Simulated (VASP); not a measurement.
# Co (P6_3/mmc) in VASP: a series of runs

Co is run at these levels: PBE, PBE-based screened hybrid with 25 % exact exchange; tasks: single point.

Program: VASP 6.6.1. These are calculated values, not measurements. Logs are shortened: lines on timing, memory, paths and dates and some standing lists are left out, and cuts for length are marked.

### 1 The cell of the first run

It takes space group P6_3/mmc (No. 194, hexagonal). The conventional cell has a = 2.472 Å, b = 2.472 Å, c = 4.021 Å, α = 90.00°, β = 90.00°, γ = 120.00°. Co (site symmetry -6m2) has 12 Co at 2.47 Å within 3.3 Å.

### 2 Single point, PBE, collinear spin, ferromagnetic start

The input, INCAR:

```
SYSTEM = Co
PREC     = Accurate       ! precision mode
ENCUT    = 520            ! plane-wave cutoff, eV
EDIFF    = 1E-7           ! SCF threshold, eV
ISMEAR   = 0              ! smearing method
SIGMA    = 0.019000000000000003 ! smearing width, eV
LREAL    = .FALSE.        ! projectors in reciprocal space
LASPH    = .TRUE.         ! aspherical terms in the spheres
NELM     = 150            ! most SCF steps
ALGO     = Normal         ! electronic algorithm
ISIF     = 2              ! what is computed and relaxed
LWAVE    = .FALSE.        ! write WAVECAR
LCHARG   = .FALSE.        ! write CHGCAR
ISPIN    = 2              ! spin polarisation
MAGMOM   = 2 2            ! initial moments
LORBIT   = 11             ! projections on sites
LMAXMIX  = 4              ! l up to which the mixer works
GGA      = PE             ! functional
NBANDS   = 20             ! bands
```

The input, KPOINTS:

```
Automatic mesh
0
G
  12 12 7
  0 0 0
```

The input, POSCAR:

```
Co
1.0
    2.4719999032      0.0000000000      0.0000000000
   -1.2359999516      2.1408147143      0.0000000000
    0.0000000000      0.0000000000      4.0211440800
Co
2
Direct
    0.6666666667      0.3333333333      0.7500000000
    0.3333333333      0.6666666667      0.2500000000
```

Potentials or basis: VASP PAW PBE potentials, release 64 (Co).

Started as:

```sh
> cat potpaw_PBE.64/Co/POTCAR > POTCAR
> mpirun -np 1 vasp_std > vasp.out
```

OUTCAR:

```text
SYSTEM = Co
   PREC = Accurate
   ENCUT = 520
   EDIFF = 1E-7
   ISMEAR = 0
   LREAL = .FALSE.
   LASPH = .TRUE.
   NELM = 150
   ISIF = 2
   ISPIN = 2
   LORBIT = 11
   GGA = PE

 ion  position               nearest neighbor table
   1  0.667  0.333  0.750-   2 2.47   2 2.47   2 2.47   2 2.47   2 2.47   2 2.47
   2  0.333  0.667  0.250-   1 2.47   1 2.47   1 2.47   1 2.47   1 2.47   1 2.47

  LATTYP: Found a hexagonal cell.
 ALAT       =     2.4719999032
 C/A-ratio  =     1.6266764715

  Lattice vectors:

 A1 = (   2.4719999032,   0.0000000000,   0.0000000000)
 A2 = (  -1.2359999516,   2.1408147143,   0.0000000000)
 A3 = (   0.0000000000,   0.0000000000,   4.0211440800)

Analysis of symmetry for initial positions (statically):
=====================================================================
 Subroutine PRICEL returns:
 Original cell was already a primitive cell.

 Routine SETGRP: Setting up the symmetry group for a
 hexagonal supercell.

 Subroutine GETGRP returns: Found 24 space group operations
 (whereof 12 operations were pure point group operations)
 out of a pool of 24 trial point group operations.

The static configuration has the point symmetry D_3d.
 The point group associated with its full space group is D_6h.

Analysis of symmetry for dynamics (positions and initial velocities):
=====================================================================
 Subroutine PRICEL returns:
 Original cell was already a primitive cell.

 Routine SETGRP: Setting up the symmetry group for a
 hexagonal supercell.

 Subroutine GETGRP returns: Found 24 space group operations
 (whereof 12 operations were pure point group operations)
 out of a pool of 24 trial point group operations.

The dynamic configuration has the point symmetry D_3d.
 The point group associated with its full space group is D_6h.

Analysis of structural, dynamic, and magnetic symmetry:
=====================================================================
 Subroutine PRICEL returns:
 Original cell was already a primitive cell.

 Routine SETGRP: Setting up the symmetry group for a
 hexagonal supercell.

 Subroutine GETGRP returns: Found 24 space group operations
 (whereof 12 operations were pure point group operations)
 out of a pool of 24 trial point group operations.

The overall configuration has the point symmetry D_3d.
 The point group associated with its full space group is D_6h.

 Subroutine INISYM returns: Found 24 space group operations
 (whereof 12 operations are pure point group operations),
 and found     1 'primitive' translations

----------------------------------------------------------------------------------------

                                     Primitive cell

  volume of cell :      21.2803

  direct lattice vectors                    reciprocal lattice vectors
     2.471999903  0.000000000  0.000000000     0.404530760  0.233555943  0.000000000
    -1.235999952  2.140814714  0.000000000     0.000000000  0.467111887  0.000000000
     0.000000000  0.000000000  4.021144080     0.000000000  0.000000000  0.248685444

  length of vectors
     2.471999903  2.471999903  4.021144080     0.467111887  0.467111887  0.248685444

  position of ions in fractional coordinates (direct lattice)
     0.666666667  0.333333333  0.750000000
     0.333333333  0.666666667  0.250000000

  ion indices of the primitive-cell ions
   primitive index   ion index
                 1           1
                 2           2

----------------------------------------------------------------------------------------

 KPOINTS: Automatic mesh

Automatic generation of k-mesh.
 Grid dimensions read from file:
 generate k-points for:   12   12    7

 Generating k-lattice:

  Cartesian coordinates                     Fractional coordinates (reciprocal lattice)
     0.033710897  0.019462995  0.000000000     0.083333333 -0.000000000  0.000000000
     0.000000000  0.038925991  0.000000000     0.000000000  0.083333333  0.000000000
     0.000000000  0.000000000  0.035526492     0.000000000  0.000000000  0.142857143

[... 56 lines left out ...]
[... 12 lines left out ...]
     19      36.8809      0.00000
     20      36.8809      0.00000

 k-point     2 :       0.0833    0.0000    0.0000
  band No.  band energies     occupation
      1       1.7576      1.00000
      2       5.4541      1.00000
      3       7.6657      1.00000
      4       8.0338      1.00000
      5       8.0762      1.00000
      6       8.1817      1.00000
[... 12 lines left out ...]
     19      38.1455      0.00000
     20      39.2790      0.00000
[... 465 lines left out ...]
      3       6.8469      1.00000
      4       7.2743      1.00000
      5       7.7791      1.00000
      6       8.1781      1.00000
[... 12 lines left out ...]
     19      35.7036      0.00000
     20      36.9561      0.00000

 k-point    24 :       0.3333    0.0000    0.1429
  band No.  band energies     occupation
      1       4.7883      1.00000
      2       6.0678      1.00000
      3       6.4515      1.00000
      4       7.2269      1.00000
      5       7.9617      1.00000
      6       8.0253      1.00000
[... 12 lines left out ...]
     19      34.0055      0.00000
     20      35.6388      0.00000

 [... further k-points ...]

 spin component 2

 k-point     1 :       0.0000    0.0000    0.0000
  band No.  band energies     occupation
      1       1.5123      1.00000
      2       6.2462      1.00000
      3       9.4883      1.00000
      4       9.5526      1.00000
      5       9.5526      1.00000
      6       9.9209      1.00000
[... 12 lines left out ...]
     19      37.1785      0.00000
     20      37.1786      0.00000

 k-point     2 :       0.0833    0.0000    0.0000
  band No.  band energies     occupation
      1       1.7611      1.00000
      2       6.4166      1.00000
      3       9.2535      1.00000
      4       9.6462      1.00000
      5       9.6812      1.00000
      6       9.7314      1.00000
[... 12 lines left out ...]
     19      38.0300      0.00000
     20      39.5762      0.00000
[... 465 lines left out ...]
      3       7.9622      1.00000
      4       8.6454      1.00000
      5       9.3479      1.00000
      6       9.8548      1.00000
[... 12 lines left out ...]
     19      36.0929      0.00000
     20      37.2779      0.00000

 k-point    24 :       0.3333    0.0000    0.1429
  band No.  band energies     occupation
      1       5.0467      1.00000
      2       7.2426      1.00000
      3       7.6021      1.00000
      4       8.4990      1.00000
      5       9.4323      1.00000
      6       9.6873      1.00000
[... 12 lines left out ...]
     19      34.3306      0.00000
     20      35.9769      0.00000

 [... further k-points ...]
[... 5 lines left out ...]
  --------------------------------------------------------------------------------------
  -------------------------------------------------------------------------------------
  Total        0.6702224      0.6702224      0.2346370      0.0000000      0.0000000     -0.0000000
  in kB       50.4605968     50.4605968     17.6656652      0.0000000      0.0000000     -0.0000000
  external PRESSURE =      39.5289529 kB  Pullay stress =       0.0000000 kB

 VOLUME and BASIS-vectors are now :
 -----------------------------------------------------------------------------
  energy-cutoff  :      520.00
  volume of cell :       21.28
      direct lattice vectors                 reciprocal lattice vectors
     2.471999903  0.000000000  0.000000000     0.404530760  0.233555943  0.000000000
    -1.235999952  2.140814714  0.000000000     0.000000000  0.467111887  0.000000000
     0.000000000  0.000000000  4.021144080     0.000000000  0.000000000  0.248685444

 POSITION                                       TOTAL-FORCE (eV/Angst)
 -----------------------------------------------------------------------------------
      1.23600      0.71360      3.01586         0.000000     -0.000000      0.000000
     -0.00000      1.42721      1.00529        -0.000000      0.000000      0.000000
 -----------------------------------------------------------------------------------
    total drift:                                0.000000     -0.000000     -0.000000

  FREE ENERGIE OF THE ION-ELECTRON SYSTEM (eV)
  ---------------------------------------------------
  free  energy   TOTEN  =       -14.0608860356 eV

  energy  without entropy=      -14.0605183724  energy(sigma->0) =      -14.06070220

 total charge

# of ion       s       p       d       tot
------------------------------------------
    1        0.497   0.538   7.276   8.312
    2        0.497   0.538   7.276   8.312
--------------------------------------------------
tot          0.994   1.077  14.552  16.623

 magnetization (x)

# of ion       s       p       d       tot
------------------------------------------
    1       -0.015  -0.053   1.689   1.621
    2       -0.015  -0.053   1.689   1.621
--------------------------------------------------
tot         -0.029  -0.107   3.377   3.241
```

It took 38 s on 1 thread of AMD EPYC 9R45 (Zen 5), shared host; peak memory 0.13 GiB.

Results:

```
Free energy                                           : -14.0609 eV
Pressure                                              : 4.0 GPa
Net moment                                            : 3.21 μB per cell
Site moments                                          : Co +1.62 μB
Valence electrons inside the program's atomic spheres : Co 8.31
```

Caveat: the cell stands under pressure.

### 3 Single point, PBE, collinear spin, ferromagnetic start

The input, INCAR:

```
SYSTEM = Co
PREC = Accurate
ENCUT = 520
EDIFF = 1E-7
ISMEAR = 0
SIGMA = 0.020999999999999998
LREAL = .False.
LASPH = .True.
NELM = 150
ALGO = Normal
ISIF = 2
LWAVE = .False.
LCHARG = .False.
ISPIN = 2
MAGMOM = 2 2
LORBIT = 11
LMAXMIX = 4
GGA = PE
NBANDS = 20
```

The input, KPOINTS:

```
Automatic mesh
0
Gamma
  12 12 7
  0 0 0
```

POSCAR is that of step 2.

Potentials or basis: VASP PAW PBE potentials, release 64 (Co).

Started as:

```sh
> cat potpaw_PBE.64/Co/POTCAR > POTCAR
> mpirun -np 1 vasp_std > vasp.out
```

Run time: 36 s. Hardware: 1 thread of AMD EPYC 9R45 (Zen 5), shared host; peak memory 0.13 GiB.

Results (log left out):

- Free energy: -14.0609 eV
- Pressure: 3.9 GPa
- Net moment: 3.21 μB per cell
- Site moments: Co +1.62 μB
- Valence electrons inside the program's atomic spheres: Co 8.31

Stress tensor (GPa, compression positive):
```
5.02 0.00 0.00
0.00 5.02 0.00
0.00 0.00 1.77
```

Levels at points of the mesh, in eV from the Fermi level:
Spin up:
| k point | band 8 | band 9 | band 10 | band 11 | band 12 | band 13 | band 14 | band 15 |
| --- | --- | --- | --- | --- | --- | --- | --- | --- |
| (0.00, 0.00, 0.00) | -1.90 | -1.90 | -0.79 | -0.79 | -0.13 | 6.45 | 22.23 | 25.04 |
| (0.50, 0.00, 0.00) | -0.64 | -0.57 | -0.49 | 1.38 | 3.45 | 9.82 | 10.49 | 12.90 |
Spin down:
| k point | band 3 | band 4 | band 5 | band 6 | band 7 | band 8 | band 9 | band 10 | band 11 | band 12 |
| --- | --- | --- | --- | --- | --- | --- | --- | --- | --- | --- |
| (0.00, 0.00, 0.00) | -1.03 | -0.97 | -0.97 | -0.60 | -0.60 | -0.19 | -0.14 | -0.14 | 1.08 | 1.08 |
| (0.50, 0.00, 0.00) | -3.32 | -1.84 | -1.11 | -1.07 | -0.64 | 1.24 | 1.34 | 1.40 | 2.62 | 4.42 |

Caveat: the cell stands under pressure.

### 4 Single point, PBE, collinear spin, ferromagnetic start

The input, INCAR:

```
SYSTEM = Co
PREC = Accurate
ENCUT = 520
EDIFF = 1E-7
ISMEAR = 0
SIGMA = 0.022
LREAL = .FALSE.
LASPH = .TRUE.
NELM = 150
ALGO = Normal
ISIF = 2
LWAVE = .FALSE.
LCHARG = .TRUE.
ISPIN = 2
MAGMOM = 2 2
LORBIT = 11
LMAXMIX = 4
GGA = PE
LELF = .TRUE.
LVHAR = .TRUE.
NBANDS = 20
```

The input, KPOINTS:

```
regular mesh
0
G
  12 12 7
  0 0 0
```

POSCAR is that of step 3.

Started as:

```sh
> cat potpaw_PBE.64/Co/POTCAR > POTCAR
> mpirun -np 1 vasp_std > vasp.out
```

Run time: 37 s. Hardware: 1 thread of AMD EPYC 9R45 (Zen 5), shared host; peak memory 0.14 GiB.

The run converged. Its results:

```yaml
Free_energy: -14.0609 eV
Pressure: 3.9 GPa
Net_moment: 3.21 μB per cell
Site_moments: Co +1.62 μB
Valence_electrons_inside_the_program's_atomic_spheres: Co 8.31
```

Stress tensor (GPa, compression positive):
```
5.01 0.00 0.00
0.00 5.01 0.00
0.00 0.00 1.78
```

Levels at points of the mesh, in eV from the Fermi level:
Spin up:
```tsv
k point	band 8	band 9	band 10	band 11	band 12	band 13	band 14	band 15
(0.00, 0.00, 0.00)	-1.90	-1.90	-0.79	-0.79	-0.13	6.45	22.23	25.04
(0.50, 0.00, 0.00)	-0.64	-0.57	-0.49	1.38	3.45	9.82	10.49	12.90
```
Spin down:
| k point | band 5 | band 6 | band 7 | band 8 | band 9 | band 10 |
| --- | --- | --- | --- | --- | --- | --- |
| (0.00, 0.00, 0.00) | -0.97 | -0.60 | -0.60 | -0.19 | -0.14 | -0.14 |
| (0.50, 0.00, 0.00) | -1.11 | -1.07 | -0.64 | 1.24 | 1.34 | 1.40 |

Caveat: the cell stands under pressure.

### 5 Single point, PBE, collinear spin, ferromagnetic start

The input, INCAR:

```
SYSTEM = Co
PREC = Accurate ; ENCUT = 520
EDIFF = 1E-7 ; ISMEAR = 0
SIGMA = 0.024 ; LREAL = .FALSE.
LASPH = .TRUE. ; NELM = 150
ALGO = Normal ; ISIF = 2
LWAVE = .FALSE. ; LCHARG = .TRUE.
ISPIN = 2 ; MAGMOM = 2 2
LORBIT = 11 ; LMAXMIX = 4
GGA = PE ; LELF = .TRUE.
LVHAR = .TRUE. ; NBANDS = 20
```

The input, KPOINTS:

```
Automatic mesh
0
G
  12 12 7
  0 0 0
```

POSCAR is that of step 4.

Started as:

```sh
> cat potpaw_PBE.64/Co/POTCAR > POTCAR
> mpirun -np 1 vasp_std > vasp.out
```

Wall time 37 s (1 thread of AMD EPYC 9R45 (Zen 5), shared host); peak memory 0.14 GiB.

Results (log left out):

```
Free energy                                           : -14.0610 eV
Pressure                                              : 3.9 GPa
Net moment                                            : 3.21 μB per cell
Site moments                                          : Co +1.62 μB
Valence electrons inside the program's atomic spheres : Co 8.31
```

Stress tensor (GPa, compression positive):
```
5.00 0.00 0.00
0.00 5.00 0.00
0.00 0.00 1.78
```

Levels at points of the mesh, in eV from the Fermi level:
Spin up:
```
           k point  band 8  band 9  band 10  band 11  band 12  band 13  band 14  band 15
(0.00, 0.00, 0.00)   -1.90   -1.90    -0.79    -0.79    -0.14     6.45    22.23    25.04
(0.50, 0.00, 0.00)   -0.64   -0.57    -0.49     1.38     3.45     9.82    10.49    12.90
```
Spin down:
| k point | band 3 | band 4 | band 5 | band 6 | band 7 | band 8 | band 9 | band 10 | band 11 | band 12 |
| --- | --- | --- | --- | --- | --- | --- | --- | --- | --- | --- |
| (0.00, 0.00, 0.00) | -1.03 | -0.97 | -0.97 | -0.60 | -0.60 | -0.19 | -0.15 | -0.15 | 1.08 | 1.08 |
| (0.50, 0.00, 0.00) | -3.32 | -1.84 | -1.11 | -1.07 | -0.64 | 1.24 | 1.34 | 1.40 | 2.62 | 4.42 |

Caveat: the cell stands under pressure.

### 6 Single point, PBE-based screened hybrid with 25 % exact exchange, collinear spin, ferromagnetic start

This run uses another cell than the first one, of 10.84 Å³/atom.

The input, POSCAR:

```
Co
1.0
    2.4598801214      0.0000000000      0.0000000000
   -1.2299400607      2.1303186754      0.0000000000
    0.0000000000      0.0000000000      4.1377027651
Co
2
Direct
    0.6666666667      0.3333333333      0.7500000000
    0.3333333333      0.6666666667      0.2500000000
```

The input, INCAR.step1:

```
PREC = Accurate ; ENCUT = 520
EDIFF = 1E-5 ; ISMEAR = -1
SIGMA = 0.05 ; LREAL = False
LASPH = True ; NELM = 150
ALGO = Normal ; ISIF = 2
LWAVE = True ; LCHARG = False
ISPIN = 2 ; MAGMOM = 2 2
LORBIT = 11 ; LMAXMIX = 4
NBANDS = 20 ; GGA = PE
```

The input, INCAR.step2:

```
PREC = Accurate ; ENCUT = 520
EDIFF = 1E-6 ; ISMEAR = -1
SIGMA = 0.05 ; LREAL = False
LASPH = True ; NELM = 150
ALGO = Normal ; ISIF = 2
LWAVE = False ; LCHARG = False
ISPIN = 2 ; MAGMOM = 2 2
LORBIT = 11 ; LMAXMIX = 4
GGA = PE ; LHFCALC = True
AEXX = 0.25 ; HFSCREEN = 0.3
PRECFOCK = Normal ; NBANDS = 20
ISTART = 1
```

The input, KPOINTS:

```
regular mesh
0
Gamma
  6 6 4
```

Potentials or basis: VASP PAW PBE potentials, release 64 (Co).

Started as:

```sh
> cat potpaw_PBE.64/Co/POTCAR > POTCAR
> cp INCAR.step1 INCAR
> mpirun -np 1 vasp_std > vasp.out
> cp INCAR.step2 INCAR
> mpirun -np 1 vasp_std > vasp.out
```

It took 2.1 h on 1 thread of AMD EPYC 7R13 (Zen 3), shared host; peak memory 0.22 GiB.

It converged, with:

```
Free energy                                           : -17.4811 eV
Pressure                                              : -0.5 GPa
Net moment                                            : 3.67 μB per cell
Site moments                                          : Co +1.90 μB
Valence electrons inside the program's atomic spheres : Co 8.30
```

Stress tensor (GPa, compression positive):
```
-0.72  0.00  0.00
 0.00 -0.72  0.00
 0.00  0.00 -0.14
```

Levels at points of the mesh, in eV from the Fermi level:
Spin up:
```
           k point  band 9  band 10  band 11  band 12  band 13  band 14
(0.00, 0.00, 0.00)   -4.80    -3.79    -3.79    -0.98     5.43    23.21
(0.50, 0.00, 0.00)   -3.23    -3.12     0.42     2.86     9.53    10.44
(0.00, 0.00, 0.50)   -4.09    -4.09    -4.09    -4.09    14.39    14.39
(0.50, 0.00, 0.50)   -3.16    -3.16     1.27     1.27     7.15     7.15
```
Spin down:
| k point | band 4 | band 5 | band 6 | band 7 | band 8 | band 9 | band 10 | band 11 |
| --- | --- | --- | --- | --- | --- | --- | --- | --- |
| (0.00, 0.00, 0.00) | -1.72 | -1.54 | -1.54 | -1.18 | -1.18 | 0.56 | 0.56 | 1.94 |
| (0.50, 0.00, 0.00) | -2.83 | -1.57 | -1.28 | -0.88 | 1.53 | 1.66 | 2.16 | 2.50 |
| (0.00, 0.00, 0.50) | -2.81 | -1.54 | -1.54 | -1.54 | -1.54 | 1.47 | 1.47 | 1.47 |
| (0.50, 0.00, 0.50) | -3.39 | -0.45 | -0.45 | 0.48 | 0.48 | 1.61 | 1.61 | 2.19 |

Caveat: the k points lie up to 0.49 Å⁻¹ apart; the PAW data sets were made with another functional, which shifts forces and pressure a little.

### 7 Summary

| level | cell | k mesh | smearing | grid for exact exchange (PRECFOCK) | share of exact exchange | screening parameter | gap on the mesh (eV) | pressure (GPa) | moment (μB) |
| --- | --- | --- | --- | --- | --- | --- | --- | --- | --- |
| PBE | a = 2.472, b = 2.472, c = 4.021 Å, angles 90.0, 90.0, 120.0°, 2 atoms | 12 × 12 × 7 | gaussian 0.019 eV | - | - | - | none | 4.0 | 3.21 |
| PBE | a = 2.472, b = 2.472, c = 4.021 Å, angles 90.0, 90.0, 120.0°, 2 atoms | 12 × 12 × 7 | gaussian 0.021 eV | - | - | - | none | 3.9 | 3.21 |
| PBE | a = 2.472, b = 2.472, c = 4.021 Å, angles 90.0, 90.0, 120.0°, 2 atoms | 12 × 12 × 7 | gaussian 0.022 eV | - | - | - | none | 3.9 | 3.21 |
| PBE | a = 2.472, b = 2.472, c = 4.021 Å, angles 90.0, 90.0, 120.0°, 2 atoms | 12 × 12 × 7 | gaussian 0.024 eV | - | - | - | none | 3.9 | 3.21 |
| PBE-based screened hybrid with 25 % exact exchange | a = 2.460, b = 2.460, c = 4.138 Å, angles 90.0, 90.0, 120.0°, 2 atoms | 6 × 6 × 4 | fermi-dirac 0.05 eV | Normal | 0.25 | 0.3 1/Å | none | -0.5 | 3.67 |

Alike in all rows: task single point; potentials or basis VASP PAW PBE potentials, release 64 (Co); spin collinear, ferromagnetic start; cutoff (eV) 520.

Caveats: some runs use coarse meshes; the cell stands under pressure (at least some runs); the PAW data sets were made with another functional, which shifts forces and pressure a little (at least some runs).

Total energies depend on the potentials used, so only differences within one code and one set of settings carry meaning.
